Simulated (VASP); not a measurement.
# BePd (Pm-3m) in VASP: vibrations by perturbation theory with LDA

Aim: the vibrations by perturbation theory of BePd with LDA.

Everything below comes from runs of VASP 6.6.1. Logs are shortened: lines on timing, memory, paths and dates and some standing lists are left out, and cuts for length are marked.

**1. The cell of the first run**

It takes space group Pm-3m (No. 221, cubic). The conventional cell has a = 2.774 Å, b = 2.774 Å, c = 2.774 Å, α = 90.00°, β = 90.00°, γ = 90.00°. Within 3.2 Å of Be (site symmetry m-3m) lie 8 Pd at 2.40 Å and 6 Be at 2.77 Å. Within 3.2 Å of Pd (site symmetry m-3m) lie 8 Be at 2.40 Å and 6 Pd at 2.77 Å.

**2. Vibrations by perturbation theory, LDA**

File INCAR:

```
SYSTEM = BePd
PREC = Accurate ; ENCUT = 520
EDIFF = 1E-8 ; ISMEAR = -1
SIGMA = 0.15 ; LREAL = .False.
LASPH = .True. ; NELM = 60
ALGO = Normal ; ISIF = 2
LWAVE = .False. ; LCHARG = .True.
IBRION = 8 ; NSW = 1
```

File KPOINTS:

```
regular mesh
0
Gamma
  14 14 14
  0 0 0
```

File POSCAR:

```
BePd
1.0
    2.7735279261      0.0000000000      0.0000000000
    0.0000000000      2.7735279261      0.0000000000
    0.0000000000      0.0000000000      2.7735279261
Be Pd
1 1
Direct
    0.0000000000      0.0000000000      0.0000000000
    0.5000000000      0.5000000000      0.5000000000
```

Potentials or basis: VASP PAW LDA potentials, release 64 (Be, Pd).

The run is started by

```sh
> cat potpaw_LDA.64/Be/POTCAR potpaw_LDA.64/Pd/POTCAR > POTCAR
> mpirun -np 1 vasp_std > vasp.out
```

OUTCAR:

```text
SYSTEM = BePd
   PREC = Accurate
   ENCUT = 520
   EDIFF = 1E-8
   ISMEAR = -1
   LREAL = .False.
   LASPH = .True.
   NELM = 60
   ISIF = 2
   IBRION = 8
   NSW = 1

 ion  position               nearest neighbor table
   1  0.000  0.000  0.000-   2 2.40   2 2.40   2 2.40   2 2.40   2 2.40   2 2.40   2 2.40   2 2.40

   2  0.500  0.500  0.500-   1 2.40   1 2.40   1 2.40   1 2.40   1 2.40   1 2.40   1 2.40   1 2.40

  LATTYP: Found a simple cubic cell.
 ALAT       =     2.7735279261

  Lattice vectors:

 A1 = (   2.7735279261,   0.0000000000,   0.0000000000)
 A2 = (   0.0000000000,   2.7735279261,   0.0000000000)
 A3 = (   0.0000000000,   0.0000000000,   2.7735279261)

Analysis of symmetry for initial positions (statically):
=====================================================================
 Subroutine PRICEL returns:
 Original cell was already a primitive cell.

 Routine SETGRP: Setting up the symmetry group for a
 simple cubic supercell.

 Subroutine GETGRP returns: Found 48 space group operations
 (whereof 48 operations were pure point group operations)
 out of a pool of 48 trial point group operations.

The static configuration has the point symmetry O_h .

Analysis of symmetry for dynamics (positions and initial velocities):
=====================================================================
 Subroutine PRICEL returns:
 Original cell was already a primitive cell.

 Routine SETGRP: Setting up the symmetry group for a
 simple cubic supercell.

 Subroutine GETGRP returns: Found 48 space group operations
 (whereof 48 operations were pure point group operations)
 out of a pool of 48 trial point group operations.

The dynamic configuration has the point symmetry O_h .

 Subroutine INISYM returns: Found 48 space group operations
 (whereof 48 operations are pure point group operations),
 and found     1 'primitive' translations

----------------------------------------------------------------------------------------

[... 472 lines left out ...]

 VOLUME and BASIS-vectors are now :
 -----------------------------------------------------------------------------
  energy-cutoff  :      520.00
  volume of cell :       21.34
      direct lattice vectors                 reciprocal lattice vectors
     2.773527926  0.000000000  0.000000000     0.360551625  0.000000000  0.000000000
     0.000000000  2.773527926  0.000000000     0.000000000  0.360551625  0.000000000
     0.000000000  0.000000000  2.773527926     0.000000000  0.000000000  0.360551625

 POSITION                                       TOTAL-FORCE (eV/Angst)
 -----------------------------------------------------------------------------------
      0.00000      0.00000      0.00000         0.000000      0.000000      0.000000
      1.38676      1.38676      1.38676         0.000000      0.000000      0.000000
 -----------------------------------------------------------------------------------
    total drift:                                0.000000     -0.000000     -0.000000

  FREE ENERGIE OF THE ION-ELECTRON SYSTEM (eV)
  ---------------------------------------------------
  free  energy   TOTEN  =       -11.9794027786 eV

  energy  without entropy=      -11.9325744782  energy(sigma->0) =      -11.95598863

[... ionic steps 2 to 3 ...]

--------------------------------------- Ionic step        4  -------------------------------------------

------------------------ aborting loop because EDIFF is reached ----------------------------------------

[... ionic steps 5 to 6 ...]

--------------------------------------- Ionic step        7  -------------------------------------------

 Free energy of the ion-electron system (eV)
  ---------------------------------------------------
  ---------------------------------------------------
  free energy    TOTEN  =        -0.24703473 eV

  energy without entropy =       -0.24703473

------------------------ aborting loop because EDIFF is reached ----------------------------------------

 INTERNAL STRAIN TENSOR  FOR ION    2  DIRECTION 1   (eV/Angst):
 -----------------------------------------------------------------------------
     0.02071  0.00000  0.00000
     0.00000  0.00670 -0.00000
    -0.00000 -0.00000  0.00670

 INTERNAL STRAIN TENSOR FOR ION    2 for displacements in x,y,z  (eV/Angst):
          X           Y           Z          XY          YZ          ZX
  --------------------------------------------------------------------------------
  x     0.00000     0.00000     0.00000     0.00000     0.00000     0.00000
  y     0.00000     0.00000     0.00000     0.00000     0.00000     0.00000
  z     0.00000     0.00000     0.00000     0.00000     0.00000     0.00000

 SECOND DERIVATIVES (NOT SYMMETRIZED)
 ------------------------------------
               1X          1Y          1Z          2X          2Y          2Z
  1X    -4.593738   -0.000000   -0.000000    4.593738    0.000000    0.000000
  1Y    -0.000000   -4.593738   -0.000000    0.000000    4.593738    0.000000
  1Z     0.000000    0.000000   -4.593738   -0.000000   -0.000000    4.593738
  2X     4.606476   -0.000000    0.000000   -4.606476    0.000000   -0.000000
  2Y    -0.000000    4.606476    0.000000    0.000000   -4.606476   -0.000000
  2Z    -0.000000    0.000000    4.606476    0.000000   -0.000000   -4.606476

 Eigenvectors and eigenvalues of the dynamical matrix
 ----------------------------------------------------

   1 f  =   11.625176 THz    73.043137 2PiTHz  387.774142 cm-1    48.077845 meV
             X         Y         Z           dx          dy          dz
      0.000000  0.000000  0.000000    -0.000000   -0.960063    0.000000
      1.386764  1.386764  1.386764    -0.000000    0.279785    0.000000
[... 21 lines left out ...]
   6 f/i=    0.004323 THz     0.027165 2PiTHz    0.144216 cm-1     0.017880 meV
             X         Y         Z           dx          dy          dz
      0.000000  0.000000  0.000000     0.031897    0.067120   -0.269735
      1.386764  1.386764  1.386764     0.109451    0.230319   -0.925578

--------------------------------------------------------------------------------------------------------

 ELASTIC MODULI CONTR FROM IONIC RELAXATION (kBar)
 Direction    XX          YY          ZZ          XY          YZ          ZX
 --------------------------------------------------------------------------------
 XX           0.0000      0.0000      0.0000      0.0000      0.0000      0.0000
 YY           0.0000      0.0000      0.0000      0.0000      0.0000      0.0000
 ZZ           0.0000      0.0000      0.0000      0.0000      0.0000      0.0000
 XY           0.0000      0.0000      0.0000      0.0000      0.0000      0.0000
 YZ           0.0000      0.0000      0.0000      0.0000      0.0000      0.0000
 ZX           0.0000      0.0000      0.0000      0.0000      0.0000      0.0000
 --------------------------------------------------------------------------------
```

stdout:

```text
POSCAR found type information on POSCAR BePd
 POSCAR found :  2 types and       2 ions
 scaLAPACK will be used
 LDA part: xc-table for (Slater(with rela. corr.)+CA(PZ))
 , standard interpolation
 POSCAR, INCAR and KPOINTS ok, starting setup
 FFT: planning ... GRIDC
 FFT: planning ... GRID_SOFT
 FFT: planning ... GRID
 WAVECAR not read
 entering main loop
 Linear response reoptimize wavefunctions to high precision
 Linear response DOF=           2
 Linear response progress:
 first order change of Fermi-energy  -0.99585E-04
 force on displaced ion       1 direction 1 :  -4.594   0.000  -0.000
 Linear response progress:
 first order change of Fermi-energy   0.14693E-02
 force on displaced ion       2 direction 1 :  -4.606  -0.000  -0.000
 Linear response finished
```

Wall time 55 s (1 thread of Intel Xeon 6975P-C (Granite Rapids), shared host); peak memory 0.28 GiB.

Results:

| Property | Result |
| --- | --- |
| Highest phonon frequency at Γ, LO-TO splitting left out | 388 cm⁻¹ |

Phonon frequencies in cm⁻¹ (negative: imaginary):
```csv
q point,frequencies
"(0.000, 0.000, 0.000)",0 0 0 388 388 388
```
